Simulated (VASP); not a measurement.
# Al in VASP: further runs

The runs below take Al through single point, with PBEsol.

All numbers are computed with VASP 6.6.1; they aren't measurements. Logs are shortened: lines on timing, memory, paths and dates and some standing lists are left out, and cuts for length are marked.

## 1. The cell of the first run

It takes space group Fm-3m (No. 225, cubic). Conventional cell: a = 4.210 Å, b = 4.210 Å, c = 4.210 Å, α = 90.00°, β = 90.00°, γ = 90.00°. Al (site symmetry m-3m) has 12 Al at 2.98 Å within 3.9 Å.

## 2. Single point, PBEsol (strain +0.040 along x and y, +0.040 along z)

INCAR

```
PREC = Accurate
ENCUT = 520
EDIFF = 1E-6
ISMEAR = 0
SIGMA = 0.15
LREAL = F
LASPH = T
NELM = 60
ALGO = Normal
ISIF = 2
LWAVE = F
LCHARG = F
GGA = PS
NBANDS = 8
```

KPOINTS

```
Automatic mesh
0
Gamma
  20 20 20
```

POSCAR

```
Al
1.0
    0.0000000000      2.1049392000      2.1049392000
    2.1049392000      0.0000000000      2.1049392000
    2.1049392000      2.1049392000      0.0000000000
Al
1
Direct
    0.0000000000      0.0000000000      0.0000000000
```

Potentials or basis: VASP PAW PBE potentials, release 64 (Al).

On the command line:

```bash
cat potpaw_PBE.64/Al/POTCAR > POTCAR
mpirun -np 1 vasp_std > vasp.out
```

OUTCAR:

```text
PREC = Accurate
   ENCUT = 520
   EDIFF = 1E-6
   ISMEAR = 0
   LREAL = F
   LASPH = T
   NELM = 60
   ISIF = 2
   GGA = PS

 ion  position               nearest neighbor table
   1  0.000  0.000  0.000-

  LATTYP: Found a face centered cubic cell.
 ALAT       =     4.2098784000

  Lattice vectors:

 A1 = (   0.0000000000,   2.1049392000,   2.1049392000)
 A2 = (   2.1049392000,   0.0000000000,   2.1049392000)
 A3 = (   2.1049392000,   2.1049392000,   0.0000000000)

Analysis of symmetry for initial positions (statically):
=====================================================================
 Subroutine PRICEL returns:
 Original cell was already a primitive cell.

 Routine SETGRP: Setting up the symmetry group for a
 face centered cubic supercell.

 Subroutine GETGRP returns: Found 48 space group operations
 (whereof 48 operations were pure point group operations)
 out of a pool of 48 trial point group operations.

The static configuration has the point symmetry O_h .

Analysis of symmetry for dynamics (positions and initial velocities):
=====================================================================
 Subroutine PRICEL returns:
 Original cell was already a primitive cell.

 Routine SETGRP: Setting up the symmetry group for a
 face centered cubic supercell.

 Subroutine GETGRP returns: Found 48 space group operations
 (whereof 48 operations were pure point group operations)
 out of a pool of 48 trial point group operations.

The dynamic configuration has the point symmetry O_h .

 Subroutine INISYM returns: Found 48 space group operations
 (whereof 48 operations are pure point group operations),
 and found     1 'primitive' translations

----------------------------------------------------------------------------------------

                                     Primitive cell

  volume of cell :      18.6530

  direct lattice vectors                    reciprocal lattice vectors
     0.000000000  2.104939200  2.104939200    -0.237536552  0.237536552  0.237536552
     2.104939200  0.000000000  2.104939200     0.237536552 -0.237536552  0.237536552
     2.104939200  2.104939200  0.000000000     0.237536552  0.237536552 -0.237536552

  length of vectors
     2.976833565  2.976833565  2.976833565     0.411425377  0.411425377  0.411425377

  position of ions in fractional coordinates (direct lattice)
     0.000000000  0.000000000  0.000000000

  ion indices of the primitive-cell ions
   primitive index   ion index
                 1           1

----------------------------------------------------------------------------------------

 KPOINTS: Automatic mesh

Automatic generation of k-mesh.
 Grid dimensions read from file:
 generate k-points for:   20   20   20

 Generating k-lattice:

  Cartesian coordinates                     Fractional coordinates (reciprocal lattice)
    -0.011876828  0.011876828  0.011876828     0.050000000  0.000000000  0.000000000
     0.011876828 -0.011876828  0.011876828     0.000000000  0.050000000  0.000000000
     0.011876828  0.011876828 -0.011876828     0.000000000  0.000000000  0.050000000

  Length of vectors
     0.020571269  0.020571269  0.020571269

  Shift w.r.t. Gamma in fractional coordinates (k-lattice)
     0.000000000  0.000000000  0.000000000

 Subroutine IBZKPT returns following result:
 ===========================================

 Found    256 irreducible k-points:

 Following reciprocal coordinates:
            Coordinates               Weight
  0.000000  0.000000  0.000000      1.000000
  0.050000  0.000000  0.000000      8.000000
  0.100000  0.000000  0.000000      8.000000
  0.150000  0.000000  0.000000      8.000000
  0.200000  0.000000  0.000000      8.000000
  0.250000  0.000000  0.000000      8.000000
[... 16 lines left out ...]
 -0.400000  0.050000  0.000000     24.000000
 -0.350000  0.050000  0.000000     24.000000
 [... further k-points ...]
   k-points           NKPTS =    256   k-points in BZ     NKDIM =    256   number of bands    NBANDS=      8
   number of dos      NEDOS =    301   number of ions     NIONS =      1
   total plane-waves  NPLWV =  13824
   dimension x,y,z NGX =    24 NGY =   24 NGZ =   24
   dimension x,y,z NGXF=    48 NGYF=   48 NGZF=   48
   ions per type =               1
   NGX,Y,Z   is equivalent  to a cutoff of  13.40, 13.40, 13.40 a.u.
   NGXF,Y,Z  is equivalent  to a cutoff of  26.81, 26.81, 26.81 a.u.
 SYSTEM =  unknown system
   PREC   = accura    normal or accurate (medium, high low for compatibility)
   ISTART =      0    job   : 0-new  1-cont  2-samecut
   ICHARG =      2    charge: 1-file 2-atom 10-const
   ISPIN  =      1    spin polarized calculation?
   LNONCOLLINEAR =      F non collinear calculations
   LSORBIT =      F    spin-orbit coupling
   LASPH  =      T    aspherical Exc in radial PAW
   ENCUT  =  520.0 eV  38.22 Ry    6.18 a.u.   5.53  5.53  5.53*2*pi/ulx,y,z
   NELM   =     60;   NELMIN=  2; NELMDL= -5     # of ELM steps
   EDIFF  = 0.1E-05   stopping-criterion for ELM
   LREAL  =      F    real-space projection
   EDIFFG = 0.1E-04   stopping-criterion for IOM
   NSW    =      0    number of steps for IOM
   IBRION =     -1    ionic relax: 0-MD 1-quasi-New 2-CG
   NFREE  =      0    steps in history (QN), initial steepest desc. (CG)
   ISIF   =      2    stress and relaxation
   ISYM   =      2    0-nonsym 1-usesym 2-fastsym
   POTIM  = 0.5000    time-step for ionic-motion
   TEBEG  =    0.0;   TEEND  =   0.0 temperature during run
   PSTRESS=    0.0 pullay stress
   NELECT =       3.0000    total number of electrons
   NUPDOWN=      -1.0000    fix difference up-down
   EMIN   =  10.00;   EMAX   =-10.00  energy-range for DOS
   EFERMI =   0.00;   METHOD = LEGACY
   ISMEAR =     0;   SIGMA  =   0.15  broadening in eV -4-tet -1-fermi 0-gaus
   EFERMI_NEDOS =   21; number of points for ismear=-14 and -15
   IALGO  =     38    algorithm
   IMIX   =      4    mixing-type and parameters
     AMIX     =   0.40;   BMIX     =  1.00
     AMIX_MAG =   1.60;   BMIX_MAG =  1.00
  volume/ion in A,a.u.               =      18.65       125.88
  Fermi-wavevector in a.u.,A,eV,Ry     =   0.890292  1.682408 10.784242  0.792619
  Thomas-Fermi vector in A             =   2.011963
   LORBIT       =      0    0 simple, 1 ext, 2 COOP (PROOUT), +10 PAW based schemes
   GGA     = PS    functional components
   LHFCALC =     F    Hartree Fock is set to
   AEXX    =    0.0000 exact exchange contribution
   IVDW    =     0    specifies the selected vdW correction
   LEPSILON=     F    determine dielectric tensor
   LRPA    =     F    only Hartree local field effects (RPA)
 non-spin polarized calculation
 Gauss-broadening in eV      SIGMA  =   0.15
  energy-cutoff  :      520.00
  volume of cell :       18.65
 maximum number of plane-waves:       531
 NGX is ok and might be reduce to    24
   NGX = 11   NGY = 11   NGZ = 11

 number of electron       3.0000000 magnetization

 Free energy of the ion-electron system (eV)
  ---------------------------------------------------
  ext. energy  EPLUGINS =         0.00000000
  ---------------------------------------------------
  free energy    TOTEN  =        -4.02110431 eV

  energy without entropy =       -4.01620987  energy(sigma->0) =       -4.01865709

 E-fermi :   6.7474     XC(G=0):  -9.8184

 val. band max:        6.7455199387   @ k =  -0.4000   0.4000   0.0000
 cond. band min:       6.7619327610   @ k =  -0.4500   0.4000   0.0500
 fundamental gap:      0.0164128224
 Fermi energy:         6.7474109374

 k-point     1 :       0.0000    0.0000    0.0000
  band No.  band energies     occupation
      1      -3.5798      2.00000
      2      18.6729      0.00000
      3      18.6729      0.00000
      4      18.6729      0.00000
      5      19.2894      0.00000
      6      19.2894      0.00000
      7      19.2894      0.00000
      8      22.3482      0.00000

 k-point     2 :       0.0500    0.0000    0.0000
  band No.  band energies     occupation
      1      -3.5172      2.00000
      2      17.2604      0.00000
      3      18.2630      0.00000
      4      18.2630      0.00000
      5      19.7915      0.00000
      6      19.7915      0.00000
      7      20.0304      0.00000
      8      22.9736      0.00000

 k-point     3 :       0.1000    0.0000    0.0000
  band No.  band energies     occupation
      1      -3.3295      2.00000
      2      15.3976      0.00000
      3      17.7422      0.00000
      4      17.7422      0.00000
      5      20.2462      0.00000
      6      20.5657      0.00000
      7      20.5657      0.00000
      8      23.6844      0.00000

 k-point     4 :       0.1500    0.0000    0.0000
  band No.  band energies     occupation
      1      -3.0172      2.00000
      2      13.5151      0.00000
      3      17.3059      0.00000
      4      17.3059      0.00000
      5      20.1770      0.00000
      6      21.2412      0.00000
      7      21.2412      0.00000
      8      22.9826      0.00000

 k-point     5 :       0.2000    0.0000    0.0000
  band No.  band energies     occupation
      1      -2.5810      2.00000
      2      11.6799      0.00000
      3      16.9703      0.00000
      4      16.9703      0.00000
      5      20.0507      0.00000
      6      21.0934      0.00000
      7      21.0934      0.00000
      8      23.2281      0.00000
[... 177 lines left out ...]
 k-point    22 :      -0.4500    0.0500    0.0000
  band No.  band energies     occupation
      1       1.8363      2.00000
      2       3.4456      2.00000
      3      15.6313      0.00000
      4      16.5082      0.00000
      5      17.9207      0.00000
      6      18.1511      0.00000
      7      20.8454      0.00000
      8      21.9404      0.00000

 k-point    23 :      -0.4000    0.0500    0.0000
  band No.  band energies     occupation
      1       0.7641      2.00000
      2       4.7778      2.00000
      3      15.3983      0.00000
      4      16.9211      0.00000
      5      17.9900      0.00000
      6      18.4092      0.00000
      7      20.6205      0.00000
      8      22.3973      0.00000

 k-point    24 :      -0.3500    0.0500    0.0000
  band No.  band energies     occupation
      1      -0.1932      2.00000
      2       6.2172      2.00000
      3      15.2707      0.00000
      4      17.2838      0.00000
      5      18.0901      0.00000
      6      19.0043      0.00000
      7      20.4571      0.00000
      8      22.9857      0.00000

 [... further k-points ...]
[... 5 lines left out ...]
  --------------------------------------------------------------------------------------
  -------------------------------------------------------------------------------------
  Total       -0.9656819     -0.9656819     -0.9656819     -0.0000000     -0.0000000      0.0000000
  in kB      -82.9461110    -82.9461110    -82.9461110     -0.0000000     -0.0000000      0.0000000
  external PRESSURE =     -82.9461110 kB  Pullay stress =       0.0000000 kB

 VOLUME and BASIS-vectors are now :
 -----------------------------------------------------------------------------
  energy-cutoff  :      520.00
  volume of cell :       18.65
      direct lattice vectors                 reciprocal lattice vectors
     0.000000000  2.104939200  2.104939200    -0.237536552  0.237536552  0.237536552
     2.104939200  0.000000000  2.104939200     0.237536552 -0.237536552  0.237536552
     2.104939200  2.104939200  0.000000000     0.237536552  0.237536552 -0.237536552

 POSITION                                       TOTAL-FORCE (eV/Angst)
 -----------------------------------------------------------------------------------
      0.00000      0.00000      0.00000        -0.000000      0.000000      0.000000
 -----------------------------------------------------------------------------------
    total drift:                               -0.000000      0.000000     -0.000000

  FREE ENERGIE OF THE ION-ELECTRON SYSTEM (eV)
  ---------------------------------------------------
  free  energy   TOTEN  =        -4.0211043148 eV

  energy  without entropy=       -4.0162098712  energy(sigma->0) =       -4.01865709
```

Run time: 16 s. Hardware: 1 thread of Intel Xeon Platinum 8488C (Sapphire Rapids), shared host; peak memory 0.15 GiB.

What came out:

```
Free energy : -4.0211 eV
Pressure    : -8.3 GPa
```

Caveat: the cell differs from its parent crystal (strain +0.040 along x and y, +0.040 along z); the PAW data sets were made with another functional, which shifts forces and pressure a little.

## 3. Single point, PBEsol (strain +0.080 along x and y, +0.040 along z)

INCAR

```
PREC     = Accurate       # precision mode
ENCUT    = 520            # plane-wave cutoff, eV
EDIFF    = 1E-7           # SCF threshold, eV
ISMEAR   = 0              # smearing method
SIGMA    = 0.15           # smearing width, eV
LREAL    = False          # projectors in reciprocal space
LASPH    = True           # aspherical terms in the spheres
NELM     = 60             # most SCF steps
ALGO     = Normal         # electronic algorithm
ISIF     = 2              # what is computed and relaxed
LWAVE    = False          # write WAVECAR
LCHARG   = False          # write CHGCAR
GGA      = PS             # functional
NBANDS   = 8              # bands
```

KPOINTS is that of step 2.

POSCAR

```
Al
1.0
    0.0000000000      2.1858984000      2.1049392000
    2.1858984000      0.0000000000      2.1049392000
    2.1858984000      2.1858984000      0.0000000000
Al
1
Direct
    0.0000000000      0.0000000000      0.0000000000
```

Potentials or basis: VASP PAW PBE potentials, release 64 (Al).

On the command line:

```bash
cat potpaw_PBE.64/Al/POTCAR > POTCAR
mpirun -np 1 vasp_std > vasp.out
```

Wall time 34 s (1 thread of Intel Xeon Platinum 8488C (Sapphire Rapids), shared host); peak memory 0.2 GiB.

Results (log left out):

```
Free energy : -3.9326 eV
Pressure    : -10.6 GPa
```

Stress tensor (GPa, compression positive):
```
-10.90   0.00   0.00
  0.00 -10.90   0.00
  0.00   0.00 -10.14
```

Levels at points of the mesh, in eV from the Fermi level:
| k point | band 1 | band 2 | band 3 | band 4 |
| --- | --- | --- | --- | --- |
| (0.00, 0.00, 0.00) | -9.84 | 11.46 | 11.46 | 11.63 |
| (0.50, 0.00, 0.00) | -4.13 | -3.84 | 9.09 | 9.78 |
| (0.50, 0.50, 0.00) | -2.13 | -1.16 | 4.35 | 4.35 |
| (0.50, 0.00, 0.50) | -2.60 | -1.88 | 4.83 | 5.08 |

Caveat: the cell differs from its parent crystal (strain +0.080 along x and y, +0.040 along z); the PAW data sets were made with another functional, which shifts forces and pressure a little.
